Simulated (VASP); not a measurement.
Input of a VASP 6.6.1 run:

Contents of POSCAR:

```
BaTiO3
1.0
    3.9723180524      0.0000000000      0.0000000000
    0.0000000000      3.9723180524      0.0000000000
    0.0000000000      0.0000000000      4.1123459202
Ba Ti O
1 1 3
Direct
    0.0000000000      0.0000000000     -0.0043506823
    0.5000000000      0.5000000000      0.4775951345
    0.5000000000      0.5000000000      0.0345307524
    0.5000000000      0.0000000000      0.5176123978
    0.0000000000      0.5000000000      0.5176123978
```

INCAR.step1

```
PREC = Accurate
ENCUT = 520
ISMEAR = 0
SIGMA = 0.05
LREAL = False
LASPH = True
NELM = 60
NBANDS = 28
GGA = PE
ALGO = Normal
EDIFF = 1E-4
LWAVE = True
LCHARG = False
```

Contents of INCAR.step2:

```
PREC = Accurate
ENCUT = 520
EDIFF = 1E-6
ISMEAR = 0
SIGMA = 0.05
LREAL = False
LASPH = True
NELM = 60
ALGO = Normal
ISIF = 2
LWAVE = False
LCHARG = False
METAGGA = R2SCAN
LMIXTAU = True
NBANDS = 28
ISTART = 1
```

Contents of KPOINTS:

```
regular mesh
0
Gamma
  6 6 6
```

Potentials or basis: VASP PAW PBE potentials, release 64 (Ba_sv, Ti_sv, O).

The run is started by

```console
$ cat potpaw_PBE.64/Ba_sv/POTCAR potpaw_PBE.64/Ti_sv/POTCAR potpaw_PBE.64/O/POTCAR > POTCAR
$ cp INCAR.step1 INCAR
$ mpirun -np 1 vasp_std > vasp.out
$ cp INCAR.step2 INCAR
$ mpirun -np 1 vasp_std > vasp.out
```

Q: Predict the band gap on the k mesh.

A: 2.21 eV (least direct gap 2.71 eV).

Q: Estimate the pressure.

A: 1.9 GPa.

Forces in eV/Å, atoms in the order of the input:
```
Ba   0.000  0.000  0.030
Ti   0.000  0.000  0.159
O    0.000  0.000 -0.155
O    0.000  0.000 -0.017
O    0.000  0.000 -0.017
```

Caveat: the PAW data sets were made with another functional, which shifts forces and pressure a little; spin-orbit coupling is left out, which moves the levels of the heavy elements. r2SCAN opens gaps a little over a GGA but as a rule still falls short of measured ones.
